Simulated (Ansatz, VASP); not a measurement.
TiC: VASP beside Ansatz

File INCAR:

```
ALGO = Normal ; EDIFF = 1E-7
ENCUT = 520 ; GGA = PS
ISIF = 2 ; ISMEAR = 0
LASPH = T ; LCHARG = T
LELF = T ; LREAL = F
LVHAR = T ; LWAVE = F
NBANDS = 15 ; NELM = 80
PREC = Accurate ; SIGMA = 0.15
```

Contents of KPOINTS:

```
k-points
0
Gamma
  18 18 18
```

The input POSCAR:

```
TiC
1.0
    0.0000000000      2.1640000000      2.1640000000
    2.1640000000      0.0000000000      2.1640000000
    2.1640000000      2.1640000000      0.0000000000
Ti C
1 1
Direct
   -0.0433225508     -0.0433225508      0.0433225508
    0.5000000000      0.5000000000      0.5000000000
```

Input for Ansatz:

```yaml
crystal:
  lattice:
    - [0.0, 2.164, 2.164]
    - [2.164, 0.0, 2.164]
    - [2.164, 2.164, 0.0]
  atoms:
    - { symbol: Ti, position: [-0.0433225508, -0.0433225508, 0.0433225508] }
    - { symbol: C, position: [0.5, 0.5, 0.5] }
basis:
  ecutwfc: 420
kpoints:
  mp_grid: { grid: [18, 18, 18] }
hamiltonian:
  xc: pbesol
scf:
  occupations: { method: gaussian, width: 0.15 }
output:
  forces: true
  stress: true
  eigenvalues: true
```

Change from the starting cell: all Ti atoms moved +0.188 Å, as atom 1 towards its neighbour atom 2 (C) at 2.164 Å.

Alike in both runs: task single point; functional PBEsol; k mesh 18 × 18 × 18; occupations gaussian, width 0.15 eV; no spin polarisation.

|  | VASP | Ansatz |
| --- | --- | --- |
| version | VASP 6.6.1 | Ansatz 0.2.0 |
| potentials or method | VASP PAW PBE potentials, release 64 (Ti_sv, C), cutoff 520 eV | scalar-relativistic, plane waves, PAW |
| valence electrons in the cell | 16 | 16 |

Ansatz gave:

| Property | Result |
| --- | --- |
| gap on the k mesh at the Fermi level (eV) | none |
| pressure (GPa) | -1.9 |
| traceless stress, the component that is largest in VASP (GPa) | 7.25 |
| rms of the force components (eV/Å) | 1.050 |

Problem. Which values does VASP return?

Solution. gap on the k mesh at the Fermi level (eV): none; pressure (GPa): -1.6; traceless stress, the component that is largest in VASP (GPa): 7.31; rms of the force components (eV/Å): 1.055.

VASP's potentials were made for PBE, not for PBEsol. Atom by atom the forces differ by 0.005 eV/Å (rms over components). A gap of «none» marks a metal or a gap that the smearing closes. With one functional, cell and mesh, what is left measures potentials, basis and numerics.
